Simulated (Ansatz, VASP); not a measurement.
# BP: VASP beside Ansatz

Contents of INCAR:

```
PREC = Accurate ; ENCUT = 500
EDIFF = 1E-6 ; ISMEAR = 0
SIGMA = 0.02 ; LREAL = F
LASPH = T ; NELM = 120
ALGO = Normal ; ISIF = 2
LWAVE = F ; LCHARG = F
GGA = PE ; NBANDS = 11
GGA_COMPAT = F
```

Contents of KPOINTS:

```
regular mesh
0
Gamma
  10 10 10
```

File POSCAR:

```
BP
1.0
    0.0000000000      2.1792834192      2.1792834192
    2.1792834192      0.0000000000      2.1792834192
    2.1792834192      2.1792834192      0.0000000000
B P
1 1
Direct
    0.0000000000      0.0000000000      0.0000000000
    0.2500000000      0.2500000000      0.2500000000
```

Input for Ansatz:

```yaml
crystal:
  lattice:
    - [0.0, 2.1792834192, 2.1792834192]
    - [2.1792834192, 0.0, 2.1792834192]
    - [2.1792834192, 2.1792834192, 0.0]
  atoms:
    - { symbol: B, position: [0.0, 0.0, 0.0] }
    - { symbol: P, position: [0.25, 0.25, 0.25] }
basis:
  ecutwfc: 420
kpoints:
  mp_grid: { grid: [10, 10, 10] }
hamiltonian:
  xc: pbe
scf:
  occupations: { method: gaussian, width: 0.02 }
  initial_density: { chi_scale: 0.3 }
  mixing: { preconditioner: none }
output:
  forces: true
  eigenvalues: true
  stress: true
```

Alike in both runs: task single point; functional PBE; k mesh 10 × 10 × 10; occupations gaussian, width 0.02 eV; no spin polarisation.

|  | VASP | Ansatz |
| --- | --- | --- |
| version | VASP 6.6.1 | Ansatz 0.2.0 |
| potentials or method | VASP PAW PBE potentials, release 64 (B, P), cutoff 500 eV | scalar-relativistic, plane waves, PAW |
| valence electrons in the cell | 8 | 8 |

```tsv
	VASP	Ansatz	Ansatz less VASP
gap on the k mesh at the Fermi level (eV)	1.07	1.07	+0.006
pressure (GPa)	26.0	26.4	+0.37
```
